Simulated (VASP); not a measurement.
Runs of VASP 6.6.1 on Mo. The structure is that of space group Im-3m (No. 229), or close to it. The cells are those of the table. 

```tsv
cell	further INCAR settings	gap on the mesh (eV)	pressure (GPa)
a = 2.668 Å, angles 112.8, 107.8, 107.8°, 1 atom	ALGO = Fast; EDIFF = 1e-06; NBANDS = 13	none	25.7
a = 2.749 Å, angles 107.9, 110.3, 110.3°, 1 atom	ALGO = Fast; EDIFF = 1e-07; NBANDS = 13	none	-2.3
a = 2.681 Å, angles 111.9, 108.3, 108.3°, 1 atom	ALGO = Fast; EDIFF = 1e-06; NBANDS = 13	none	(b)
a = 2.769 Å, angles 106.7, 110.9, 110.9°, 1 atom	ALGO = Fast; EDIFF = 1e-06; NBANDS = 13	none	-7.2
a = 2.762 Å, angles 107.1, 110.7, 110.7°, 1 atom	ALGO = Fast; EDIFF = 1e-07; NBANDS = 13	none	-5.7
a = 2.777 Å, angles 106.3, 111.1, 111.1°, 1 atom	ALGO = Fast; EDIFF = 1e-07; NBANDS = 13	none	(a)
a = 2.708 Å, angles 110.3, 109.1, 109.1°, 1 atom	ALGO = Fast; EDIFF = 1e-06; NBANDS = 13	none	9.8
a = 2.694 Å, angles 111.1, 108.7, 108.7°, 1 atom	ALGO = Fast; EDIFF = 1e-07; NBANDS = 13	none	(c)
```

Alike in all rows: task single point; level PBE; potentials or basis VASP PAW PBE potentials, release 64 (Mo_sv); no spin polarisation; k mesh 22 × 22 × 22; cutoff (eV) 520; smearing gaussian 0.15 eV.

**Question.** Fill in the values left out.

**Answer.** (a) -8.8; (b) 19.9; (c) 14.6.

A k mesh can miss the band edges, and the runs leave out spin-orbit coupling on Mo.

A gap of «none» marks levels without a gap at the run's occupations.
